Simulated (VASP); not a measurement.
Set up this calculation in VASP 6.6.1, as the native input.

```
Task                   : single point
Functional             : r2SCAN
Potentials or basis    : VASP PAW PBE potentials, release 64 (Li_sv, Cl)
Cutoff                 : 520 eV
k mesh                 : 6 × 6 × 6
Occupations            : gaussian, width 0.01 eV
Spin                   : no spin polarisation
Dipole correction      : no
Further INCAR settings : ALGO = Normal; EDIFF = 1e-06; NBANDS = 12
```

LiCl:

```
Li Cl
1.0
     0.00000    2.73304    2.73304
     2.73304    0.00000    2.73304
     2.73304    2.73304    0.00000
Li Cl
1 1
Direct
  0.00000 0.00000 0.00000
  0.25000 0.25000 0.25000
```

These files were run (other wordings do the same):

POSCAR

```
LiCl
1.0
    0.0000000000      2.7330425439      2.7330425439
    2.7330425439      0.0000000000      2.7330425439
    2.7330425439      2.7330425439      0.0000000000
Li Cl
1 1
Direct
    0.0000000000      0.0000000000      0.0000000000
    0.2500000000      0.2500000000      0.2500000000
```

INCAR.step1

```
  ALGO = Normal
  EDIFF = 1E-4
  ENCUT = 520
  GGA = PE
  ISMEAR = 0
  LASPH = True
  LCHARG = False
  LREAL = False
  LWAVE = True
  NBANDS = 12
  NELM = 100
  PREC = Accurate
  SIGMA = 0.01
```

INCAR.step2

```
  ALGO = Normal
  EDIFF = 1E-6
  ENCUT = 520
  ISIF = 2
  ISMEAR = 0
  ISTART = 1
  LASPH = True
  LCHARG = True
  LELF = True
  LMIXTAU = True
  LREAL = False
  LVHAR = True
  LWAVE = False
  METAGGA = R2SCAN
  NBANDS = 12
  NELM = 100
  PREC = Accurate
  SIGMA = 0.01
```

KPOINTS

```
k-points
0
Gamma
  6 6 6
```

Potentials or basis: VASP PAW PBE potentials, release 64 (Li_sv, Cl).

Run with:

```bash
$ cat potpaw_PBE.64/Li_sv/POTCAR potpaw_PBE.64/Cl/POTCAR > POTCAR
$ cp INCAR.step1 INCAR
$ mpirun -np 1 vasp_std > vasp.out
$ cp INCAR.step2 INCAR
$ mpirun -np 1 vasp_std > vasp.out
```

It gave:

```
Band gap on the k mesh : 6.77 eV, direct
```

Wall time 68 s on 1 thread of Intel Xeon 6975P-C, on a shared host, peak memory 0.16 GiB.
